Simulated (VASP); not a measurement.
Set up this calculation in VASP 6.6.1, as the native input.

| Item | Value |
| --- | --- |
| Task | single point |
| Functional | PBEsol |
| Potentials or basis | VASP PAW PBE potentials, release 64 (Al, Ni) |
| Cutoff | 520 eV |
| k mesh | 10 × 10 × 10, shifted |
| Occupations | gaussian, width 0.1 eV |
| Spin | no spin polarisation |
| Dipole correction | no |
| Further INCAR settings | ALGO = Normal; EDIFF = 1e-07; NBANDS = 14 |

The structure of AlNi lies in POSCAR:

```
AlNi
1.0
    1.9386940000     -1.9531901500      0.0000000000
    1.9386940000      1.9531901500      0.0000000000
    0.0000000000      0.0000000000      3.0994300413
Al Ni
1 1
Direct
    0.0000000000      0.0000000000      0.0000000000
    0.5000000000      0.5000000000      0.5000000000
```

One way to write it, as run:

INCAR

```
SYSTEM = AlNi
PREC     = Accurate       ! precision mode
ENCUT    = 520            ! plane-wave cutoff, eV
EDIFF    = 1E-7           ! SCF threshold, eV
ISMEAR   = 0              ! smearing method
SIGMA    = 0.1            ! smearing width, eV
LREAL    = .FALSE.        ! projectors in reciprocal space
LASPH    = .TRUE.         ! aspherical terms in the spheres
NELM     = 80             ! most SCF steps
ALGO     = Normal         ! electronic algorithm
ISIF     = 2              ! what is computed and relaxed
LWAVE    = .FALSE.        ! write WAVECAR
LCHARG   = .FALSE.        ! write CHGCAR
GGA      = PS             ! functional
NBANDS   = 14             ! bands
```

KPOINTS

```
Automatic mesh
0
Gamma
  10 10 10
  0.5 0.5 0.5
```

Potentials or basis: VASP PAW PBE potentials, release 64 (Al, Ni).

Run with:

```sh
$ cat potpaw_PBE.64/Al/POTCAR potpaw_PBE.64/Ni/POTCAR > POTCAR
$ mpirun -np 1 vasp_std > vasp.out
```

It gave:

```
Pressure : 0.4 GPa
```

Caveat: the PAW data sets were made with another functional, which shifts forces and pressure a little.

Wall time 19 s on 1 thread of Intel(R) Xeon(R) Platinum 8559C (Emerald Rapids) (shared host), peak memory 0.16 GiB.
